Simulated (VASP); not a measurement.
# MgO (P-6m2) in VASP: single point with r2SCAN

Aim: the single point of MgO with r2SCAN.

Everything below comes from runs of VASP 6.6.1. Logs are shortened: lines on timing, memory, paths and dates and some standing lists are left out, and cuts for length are marked.

**1. The cell of the first run**

The structure is hexagonal, space group P-6m2 (No. 187). Conventional cell: a = 2.938 Å, b = 2.938 Å, c = 2.680 Å, α = 90.00°, β = 90.00°, γ = 120.00°. Within 2.9 Å of Mg (site symmetry -6m2) lie 6 O at 2.16 Å and 2 Mg at 2.68 Å. O (site symmetry -6m2) has 6 Mg at 2.16 Å and 2 O at 2.68 Å within 2.9 Å.

**2. Single point, r2SCAN**

Input file POSCAR:

```
MgO
1.0
    2.9380209034      0.0000000000      0.0000000000
   -1.4690104517      2.5444007392      0.0000000000
    0.0000000000      0.0000000000      2.6796800000
Mg O
1 1
Direct
    0.0000000000      0.0000000000      0.0000000000
    0.3333333300      0.6666666700      0.5000000000
```

Input file INCAR.step1:

```
SYSTEM = MgO
PREC = Accurate
ENCUT = 520
ISMEAR = 0
SIGMA = 0.1
LREAL = .False.
LASPH = .True.
NELM = 60
NBANDS = 11
GGA = PE
ALGO = Normal
EDIFF = 1E-4
LWAVE = .True.
LCHARG = .False.
```

Input file INCAR.step2:

```
SYSTEM = MgO
PREC = Accurate
ENCUT = 520
EDIFF = 1E-6
ISMEAR = 0
SIGMA = 0.1
LREAL = .False.
LASPH = .True.
NELM = 60
ALGO = Normal
ISIF = 2
LWAVE = .False.
LCHARG = .False.
METAGGA = R2SCAN
LMIXTAU = .True.
NBANDS = 11
ISTART = 1
```

Input file KPOINTS:

```
regular mesh
0
Gamma
  9 9 6
  0 0 0
```

Potentials or basis: VASP PAW PBE potentials, release 64 (Mg, O).

Run with:

```
> cat potpaw_PBE.64/Mg/POTCAR potpaw_PBE.64/O/POTCAR > POTCAR
> cp INCAR.step1 INCAR
> mpirun -np 1 vasp_std > vasp.out
> cp INCAR.step2 INCAR
> mpirun -np 1 vasp_std > vasp.out
```

OUTCAR:

```text
SYSTEM = MgO
   PREC = Accurate
   ENCUT = 520
   EDIFF = 1E-6
   ISMEAR = 0
   LREAL = .False.
   LASPH = .True.
   NELM = 60
   ISIF = 2
   METAGGA = R2SCAN
   ISTART = 1

 ion  position               nearest neighbor table
   1  0.000  0.000  0.000-   2 2.16   2 2.16   2 2.16   2 2.16   2 2.16   2 2.16
   2  0.333  0.667  0.500-   1 2.16   1 2.16   1 2.16   1 2.16   1 2.16   1 2.16

  LATTYP: Found a hexagonal cell.
 ALAT       =     2.9380209034
 C/A-ratio  =     0.9120697531

  Lattice vectors:

 A1 = (   2.9380209034,   0.0000000000,   0.0000000000)
 A2 = (  -1.4690104517,   2.5444007392,   0.0000000000)
 A3 = (   0.0000000000,   0.0000000000,   2.6796800000)

Analysis of symmetry for initial positions (statically):
=====================================================================
 Subroutine PRICEL returns:
 Original cell was already a primitive cell.

 Routine SETGRP: Setting up the symmetry group for a
 hexagonal supercell.

 Subroutine GETGRP returns: Found 12 space group operations
 (whereof 12 operations were pure point group operations)
 out of a pool of 24 trial point group operations.

The static configuration has the point symmetry D_3h.

Analysis of symmetry for dynamics (positions and initial velocities):
=====================================================================
 Subroutine PRICEL returns:
 Original cell was already a primitive cell.

 Routine SETGRP: Setting up the symmetry group for a
 hexagonal supercell.

 Subroutine GETGRP returns: Found 12 space group operations
 (whereof 12 operations were pure point group operations)
 out of a pool of 24 trial point group operations.

The dynamic configuration has the point symmetry D_3h.

 Subroutine INISYM returns: Found 12 space group operations
 (whereof 12 operations are pure point group operations),
 and found     1 'primitive' translations

----------------------------------------------------------------------------------------

                                     Primitive cell

  volume of cell :      20.0320

  direct lattice vectors                    reciprocal lattice vectors
     2.938020903  0.000000000  0.000000000     0.340365175  0.196509926  0.000000000
    -1.469010452  2.544400739  0.000000000     0.000000000  0.393019851  0.000000000
     0.000000000  0.000000000  2.679680000     0.000000000  0.000000000  0.373178887

  length of vectors
     2.938020903  2.938020903  2.679680000     0.393019851  0.393019851  0.373178887

[... 88 lines left out ...]
   POTIM  = 0.5000    time-step for ionic-motion
   TEBEG  =    0.0;   TEEND  =   0.0 temperature during run
   PSTRESS=    0.0 pullay stress
   NELECT =       8.0000    total number of electrons
   NUPDOWN=      -1.0000    fix difference up-down
   EMIN   =  10.00;   EMAX   =-10.00  energy-range for DOS
   EFERMI =   0.00;   METHOD = LEGACY
   ISMEAR =     0;   SIGMA  =   0.10  broadening in eV -4-tet -1-fermi 0-gaus
   EFERMI_NEDOS =   21; number of points for ismear=-14 and -15
   IALGO  =     38    algorithm
   IMIX   =      4    mixing-type and parameters
     AMIX     =   0.40;   BMIX     =  1.00
     AMIX_MAG =   1.60;   BMIX_MAG =  1.00
  volume/ion in A,a.u.               =      10.02        67.59
  Fermi-wavevector in a.u.,A,eV,Ry     =   1.205583  2.278221 19.775115  1.453430
  Thomas-Fermi vector in A             =   2.341275
   LORBIT       =      0    0 simple, 1 ext, 2 COOP (PROOUT), +10 PAW based schemes
   METAGGA = R2SCAN    functional components
   LHFCALC =     F    Hartree Fock is set to
   AEXX    =    0.0000 exact exchange contribution
   IVDW    =     0    specifies the selected vdW correction
   LEPSILON=     F    determine dielectric tensor
   LRPA    =     F    only Hartree local field effects (RPA)
 non-spin polarized calculation
 Gauss-broadening in eV      SIGMA  =   0.10
  energy-cutoff  :      520.00
  volume of cell :       20.03
 maximum number of plane-waves:       562
 NGX is ok and might be reduce to    24
   NGX = 11   NGY = 11   NGZ =  9

 number of electron       7.9999996 magnetization

 Free energy of the ion-electron system (eV)
  ---------------------------------------------------
  ext. energy  EPLUGINS =         0.00000000
  ---------------------------------------------------
  free energy    TOTEN  =       -15.39702612 eV

  energy without entropy =      -15.39702612  energy(sigma->0) =      -15.39702612

 E-fermi :   3.3865     XC(G=0): -11.2159

 val. band max:        2.9476017117   @ k =   0.3333   0.3333   0.0000
 cond. band min:       6.7050388093   @ k =   0.0000   0.0000   0.0000
 fundamental gap:      3.7574370976
 Fermi energy:         3.3865024326

 k-point     1 :       0.0000    0.0000    0.0000
  band No.  band energies     occupation
      1     -15.4482      2.00000
      2       2.3228      2.00000
      3       2.3228      2.00000
      4       2.5366      2.00000
      5       6.7050      0.00000
      6      15.8277      0.00000
      7      19.5165      0.00000
      8      19.5165      0.00000
      9      24.0462      0.00000
     10      25.1568      0.00000
     11      26.9185      0.00000
[... 309 lines left out ...]
 k-point    24 :       0.3333    0.3333    0.1667
  band No.  band energies     occupation
      1     -14.1502      2.00000
      2      -0.4898      2.00000
      3      -0.4766      2.00000
      4       1.8951      2.00000
      5      11.8278      0.00000
      6      15.4190      0.00000
      7      16.8311      0.00000
      8      20.3420      0.00000
      9      20.9670      0.00000
     10      25.7285      0.00000
     11      29.5378      0.00000

 [... further k-points ...]

------------------------ aborting loop because EDIFF is reached ----------------------------------------

  FORCE on cell =-STRESS in cart. coord.  units (eV):
  Direction    XX          YY          ZZ          XY          YZ          ZX
  --------------------------------------------------------------------------------------
  -------------------------------------------------------------------------------------
  Total       -0.7382034     -0.7382034     -0.8687287     -0.0000000      0.0000000      0.0000000
  in kB      -59.0423019    -59.0423019    -69.4818564     -0.0000000      0.0000000      0.0000000
  external PRESSURE =     -62.5221534 kB  Pullay stress =       0.0000000 kB

 VOLUME and BASIS-vectors are now :
 -----------------------------------------------------------------------------
  energy-cutoff  :      520.00
  volume of cell :       20.03
      direct lattice vectors                 reciprocal lattice vectors
     2.938020903  0.000000000  0.000000000     0.340365175  0.196509926  0.000000000
    -1.469010452  2.544400739  0.000000000     0.000000000  0.393019851  0.000000000
     0.000000000  0.000000000  2.679680000     0.000000000  0.000000000  0.373178887

 POSITION                                       TOTAL-FORCE (eV/Angst)
 -----------------------------------------------------------------------------------
      0.00000      0.00000      0.00000         0.000000      0.000000      0.000000
     -0.00000      1.69627      1.33984        -0.000000      0.000000      0.000000
 -----------------------------------------------------------------------------------
    total drift:                                0.000018     -0.000011     -0.000000

  FREE ENERGIE OF THE ION-ELECTRON SYSTEM (eV)
  ---------------------------------------------------
  free  energy   TOTEN  =       -15.3970261186 eV

  energy  without entropy=      -15.3970261186  energy(sigma->0) =      -15.39702612
```

OSZICAR.step1:

```text
N       E                     dE             d eps       ncg     rms          rms(c)
DAV:   1     0.151931611752E+02    0.15193E+02   -0.45364E+03  1200   0.641E+02
DAV:   2    -0.123500901553E+02   -0.27543E+02   -0.27072E+02  1200   0.137E+02
DAV:   3    -0.129833351943E+02   -0.63325E+00   -0.63294E+00  1282   0.182E+01
DAV:   4    -0.129850978829E+02   -0.17627E-02   -0.17626E-02  1146   0.110E+00
DAV:   5    -0.129851044256E+02   -0.65427E-05   -0.65426E-05  1225   0.648E-02    0.737E+00
DAV:   6    -0.112804048870E+02    0.17047E+01   -0.98590E+00  1071   0.168E+01    0.241E+00
DAV:   7    -0.112474550014E+02    0.32950E-01   -0.77209E-02  1140   0.237E+00    0.139E+00
DAV:   8    -0.112300995265E+02    0.17355E-01   -0.37767E-02  1092   0.208E+00    0.267E-01
DAV:   9    -0.112297902683E+02    0.30926E-03   -0.28089E-04  1241   0.123E-01    0.194E-01
DAV:  10    -0.112296980829E+02    0.92185E-04   -0.73418E-04  1101   0.211E-01
   1 F= -.11229698E+02 E0= -.11229698E+02  d E =-.410626E-16
```

It took 30 s on 1 thread of Intel Xeon 6975P-C, shared host; peak memory 0.14 GiB.

Results:

```yaml
Free_energy: -15.3970 eV
Pressure: -6.3 GPa
Band_gap_on_the_k_mesh: 3.76 eV, indirect (least direct gap 4.17 eV)
```

Stress tensor (GPa, compression positive):
```
-5.90  0.00  0.00
 0.00 -5.90  0.00
 0.00  0.00 -6.95
```

Caveat: the PAW data sets were made with another functional, which shifts forces and pressure a little.
